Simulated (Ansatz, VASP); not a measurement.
# B3As4: VASP beside Ansatz

```
B As
1.0
    -2.33940    2.33940    4.99395
     2.33940   -2.33940    4.99395
     2.33940    2.33940   -4.99395
B As
3 4
Direct
  0.75000 0.25000 0.50000
  0.25000 0.75000 0.50000
  0.50000 0.50000 0.00000
  0.12023 0.12023 0.49407
  0.62616 0.62616 0.50593
  0.37384 0.87977 0.00000
  0.87977 0.37384 0.00000
```

Change from the starting cell: built by hand: vacancy-ordered famatinite (I-42m, No. 121).

Alike in both runs: functional PBE; k mesh 5 × 5 × 5; occupations gaussian, width 0.2 eV; no spin polarisation.

Ansatz relaxed the structure, and its values are those at the end. VASP's run is a single point on that final structure, the one shown.

|  | VASP | Ansatz |
| --- | --- | --- |
| version | VASP 6.6.1 | Ansatz 0.2.0 |
| potentials or method | VASP PAW PBE potentials, release 64 (B, As), cutoff 500 eV | scalar-relativistic, plane waves, PAW |
| valence electrons in the cell | 29 | 69 |

|  | VASP | Ansatz | Ansatz less VASP |
| --- | --- | --- | --- |
| gap on the k mesh at the Fermi level (eV) | none | none | - |
| pressure (GPa) | 0.5 | 0.1 | -0.46 |
| rms of the force components (eV/Å) | 0.006 | 0.021 | +0.0150 |

A gap of «none» marks a metal or a gap that the smearing closes. VASP's potentials hold 29 valence electrons a cell and Ansatz's 69, so a difference there can come from the potentials and not from the codes.

The k mesh is coarse, so the values compare programs but aren't converged.
